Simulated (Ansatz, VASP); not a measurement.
# BN in VASP and in Ansatz

Contents of INCAR:

```
PREC     = Accurate       # precision mode
ENCUT    = 600            # plane-wave cutoff, eV
EDIFF    = 1E-6           # SCF threshold, eV
ISMEAR   = 0              # smearing method
SIGMA    = 0.02           # smearing width, eV
LREAL    = F              # projectors in reciprocal space
LASPH    = T              # aspherical terms in the spheres
NELM     = 120            # most SCF steps
ALGO     = Normal         # electronic algorithm
ISIF     = 2              # what is computed and relaxed
LWAVE    = F              # write WAVECAR
LCHARG   = T              # write CHGCAR
LELF     = T              # ELF
LVHAR    = T            
NBANDS   = 11             # bands
GGA_COMPAT= F
```

KPOINTS

```
Automatic mesh
0
Gamma
  12 12 12
```

The input POSCAR:

```
BN
1.0
    0.0000000000      1.7902747239      1.7902747239
    1.7902747239      0.0000000000      1.7902747239
    1.7902747239      1.7902747239      0.0000000000
B N
1 1
Direct
    0.0000000000      0.0000000000      0.0000000000
    0.2500000000      0.2500000000      0.2500000000
```

Input for Ansatz:

```yaml
crystal:
  lattice:
    - [0.0, 1.7902747239, 1.7902747239]
    - [1.7902747239, 0.0, 1.7902747239]
    - [1.7902747239, 1.7902747239, 0.0]
  atoms:
    - { symbol: B, position: [0.0, 0.0, 0.0] }
    - { symbol: "N", position: [0.25, 0.25, 0.25] }
basis:
  ecutwfc: 420
kpoints:
  mp_grid: { grid: [12, 12, 12] }
  band_path:
    path:
      - [[0.0, 0.0, 0.0], [-0.5, -0.5, 0.0], [-0.375, -0.375, 0.25]]
      - [[-0.375, 0.0, 0.375], [0.0, 0.0, 0.0], [0.0, 0.0, 0.5], [-0.5, -0.25, 0.25], [-0.5, -0.5, 0.0]]
    npoints: 10
hamiltonian:
  xc: lda
  pseudopotentials: { kind: paw }
scf:
  occupations: { method: gaussian, width: 0.02 }
  n_extra_bands: 7
output:
  forces: true
  stress: true
  eigenvalues: true
```

Alike in both runs: task single point; functional LDA; k mesh 12 × 12 × 12; occupations gaussian, width 0.02 eV; no spin polarisation.

|  | VASP | Ansatz |
| --- | --- | --- |
| version | VASP 6.6.1 | Ansatz 0.2.0 |
| potentials or method | VASP PAW LDA potentials, release 64 (B, N), cutoff 600 eV | scalar-relativistic, plane waves, PAW |
| valence electrons in the cell | 8 | 8 |

Ansatz gave:

```
gap on the k mesh at the Fermi level (eV) : 4.39
least direct gap on the mesh (eV)         : 8.83
pressure (GPa)                            : 0.0
```

Q: What did VASP give for the same quantities?

A: gap on the k mesh at the Fermi level (eV): 4.38; least direct gap on the mesh (eV): 8.82; pressure (GPa): 0.8.

LDA's correlation is that of Perdew and Zunger in VASP and of Perdew and Wang (1992) in Ansatz.
